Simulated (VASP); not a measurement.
Write the native input for VASP 6.6.1 that does the following.

| Property | Result |
| --- | --- |
| Task | single point |
| Functional | PBEsol |
| Potentials or basis | VASP PAW PBE potentials, release 64 (Cd, F) |
| Cutoff | 520 eV |
| k mesh | 8 × 8 × 8 |
| Occupations | gaussian, width 0.05 eV |
| Spin | no spin polarisation |
| Dipole correction | no |
| Further INCAR settings | ALGO = Normal; EDIFF = 1e-06; NBANDS = 20 |

The structure of CdF2 lies in POSCAR:

```
CdF2
1.0
    0.0000000000      2.7189936853      2.6920729557
    2.6651522261      0.0000000000      2.6920729557
    2.6651522261      2.7189936853      0.0000000000
Cd F
1 2
Direct
    0.0000000000      0.0000000000      0.0000000000
    0.2500000000      0.2500000000      0.2500000000
    0.7500000000      0.7500000000      0.7500000000
```

This cell differs from its parent crystal: strain +e along x and -e along y -0.0100, strain +e along z and -e/2 along x and y +0.0000.

These files were run (other wordings do the same):

INCAR

```
SYSTEM = CdF2
PREC = Accurate
ENCUT = 520
EDIFF = 1E-6
ISMEAR = 0
SIGMA = 0.05
LREAL = .FALSE.
LASPH = .TRUE.
NELM = 100
ALGO = Normal
ISIF = 2
LWAVE = .FALSE.
LCHARG = .TRUE.
GGA = PS
LELF = .TRUE.
LVHAR = .TRUE.
NBANDS = 20
```

KPOINTS

```
regular mesh
0
G
  8 8 8
  0 0 0
```

Potentials or basis: VASP PAW PBE potentials, release 64 (Cd, F).

Command:

```bash
$ cat potpaw_PBE.64/Cd/POTCAR potpaw_PBE.64/F/POTCAR > POTCAR
$ mpirun -np 1 vasp_std > vasp.out
```

Results of the run:

```yaml
Pressure: 0.8 GPa
Band_gap_on_the_k_mesh: 2.89 eV (least direct gap 3.37 eV)
```

Caveat: the cell differs from its parent crystal (strain +e along x and -e along y -0.0100, strain +e along z and -e/2 along x and y +0.0000); the PAW data sets were made with another functional, which shifts forces and pressure a little.

Wall time 70 s on 1 thread of AMD EPYC 7R43 64-Core Processor (Zen 3) (shared host), peak memory 0.17 GiB.
